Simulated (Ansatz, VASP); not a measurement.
# One calculation of I, two programs

```
CELL_PARAMETERS angstrom
2.53835 -3.70662 0.00000
2.53835 3.70662 0.00000
-1.62087 0.00000 2.38110
ATOMIC_POSITIONS crystal
I 0.50000 0.50000 0.50000
```

Alike in both runs: task relaxation of cell and atoms; functional RPBE; k mesh 7 × 7 × 11; occupations fermi-dirac, width 0.05 eV; no spin polarisation.

|  | VASP | Ansatz |
| --- | --- | --- |
| version | VASP 6.6.1 | Ansatz 0.2.0 |
| potentials or method | VASP PAW PBE potentials, release 64 (I), cutoff 600 eV | all-electron LAPW, scalar-relativistic |

Ansatz gave:

| Item | Value |
| --- | --- |
| gap on the k mesh at the Fermi level, each at its own relaxed structure (eV) | none |
| relaxed volume (Å³/atom) | 79.29 |
| relaxed length of the cell vector where the two differ most in proportion (Å) | 5.882 |

Problem. Estimate VASP's values.

Solution. gap on the k mesh at the Fermi level, each at its own relaxed structure (eV): none; relaxed volume (Å³/atom): 77.95; relaxed length of the cell vector where the two differ most in proportion (Å): 5.835.

VASP's potentials were made for PBE, not for RPBE. A gap of «none» marks a metal or a gap that the smearing closes. Ansatz ran all-electron here, and VASP with PAW potentials.

Neither program's run includes spin-orbit coupling. Noted on VASP's run: the volume moved by over 15 % at a fixed basis, so the end points are rough. Noted on Ansatz's run: the volume moved by over 15 % at a fixed basis, so the end points are rough.
